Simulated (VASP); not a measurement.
## K2H5: single point with PBE

The system is K2H5.

```
K H
1.0
     5.76980    0.00000    0.00000
    -2.88490    4.99680    0.00000
     0.00000    0.00000    7.07745
K H
2 5
Direct
  0.33333 0.66667 0.00000
  0.66667 0.33333 0.00000
  0.33333 0.66667 0.55434
  0.66667 0.33333 0.55434
  0.33333 0.66667 0.44566
  0.66667 0.33333 0.44566
  0.00000 0.00000 0.00000
```

The cell was built from a structure type or drawn by symmetry, and may not be a known phase.

- Program: VASP 6.6.1
- Task: single point
- Functional: PBE
- Potentials or basis: VASP PAW PBE potentials, release 64 (K_sv, H)
- Cutoff: 500 eV
- k mesh: 3 × 3 × 4
- Occupations: gaussian, width 0.1 eV
- Spin: no spin polarisation
- Dipole correction: no
- Further INCAR settings: ALGO = Normal; EDIFF = 1e-06; NBANDS = 20

```yaml
Pressure: 0.1 GPa
Largest_force: 0.034 eV/Å
Band_gap_on_the_k_mesh: zero (an odd number of electrons rules out a gap without spin polarisation)
```

Forces in eV/Å, atoms in the order of the input:
```
K    0.000  0.000  0.000
K    0.000  0.000  0.000
H    0.000  0.000 -0.034
H    0.000  0.000 -0.034
H    0.000  0.000  0.034
H    0.000  0.000  0.034
H    0.000  0.000  0.000
```

Stress tensor (GPa, compression positive):
```
-0.01  0.00  0.00
 0.00 -0.01  0.00
 0.00  0.00  0.17
```

Levels at points of the mesh, in eV from the Fermi level:
| k point | band 8 | band 9 | band 10 | band 11 | band 12 | band 13 | band 14 | band 15 |
| --- | --- | --- | --- | --- | --- | --- | --- | --- |
| (0.00, 0.00, 0.00) | -16.46 | -8.66 | -8.00 | -3.18 | 0.23 | 1.17 | 2.33 | 2.33 |
| (0.00, 0.00, 0.50) | -16.46 | -8.63 | -7.99 | -3.27 | 0.02 | 1.41 | 2.41 | 2.41 |

It took 91 s on 1 thread of AMD EPYC 7R13 (shared host), peak memory 0.26 GiB.

Caveat: the k points lie up to 0.42 Å⁻¹ apart, too coarse for converged energies and pressures of a metal.
